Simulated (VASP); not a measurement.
Here is a VASP 6.6.1 calculation.

The input INCAR:

```
SYSTEM = Co
ALGO     = Normal         ! electronic algorithm
EDIFF    = 1E-7           ! SCF threshold, eV
ENCUT    = 520            ! plane-wave cutoff, eV
ISIF     = 2              ! what is computed and relaxed
ISMEAR   = 0              ! smearing method
LASPH    = .TRUE.         ! aspherical terms in the spheres
LCHARG   = .TRUE.         ! write CHGCAR
LMAXMIX  = 4              ! l up to which the mixer works
LNONCOLLINEAR= .TRUE.         ! non-collinear magnetism
LORBIT   = 11             ! projections on sites
LREAL    = .FALSE.        ! projectors in reciprocal space
LVHAR    = .TRUE.       
LWAVE    = .FALSE.        ! write WAVECAR
MAGMOM   = 0.135 2.596 0.029 2.383 -1.044 -1.036 ! initial moments
NBANDS   = 30             ! bands
NELM     = 150            ! most SCF steps
PREC     = Accurate       ! precision mode
SIGMA    = 0.05           ! smearing width, eV
```

Contents of KPOINTS:

```
k-points
0
G
  3 3 3
  0 0 0
```

The input POSCAR:

```
Co
1.0
    2.8662000000      0.0000000000      0.0000000000
    0.0000000000      2.8662000000      0.0000000000
    0.0000000000      0.0000000000      2.8662000000
Co
2
Direct
    0.0000000000      0.0000000000      0.0000000000
    0.5000000000      0.5000000000      0.5000000000
```

Potentials or basis: VASP PAW LDA potentials, release 64 (Co).

Command:

```bash
$ cat potpaw_LDA.64/Co/POTCAR > POTCAR
$ mpirun -np 1 vasp_ncl > vasp.out
```

(1) What does it give for the band gap on the k mesh?

(2) Estimate the pressure.

## Answers

(1) zero (band 18 reaches 9.39 eV, above the bottom of band 19 at 8.79 eV).

(2) -28.8 GPa.

Caveat: the k points lie up to 0.73 Å⁻¹ apart.
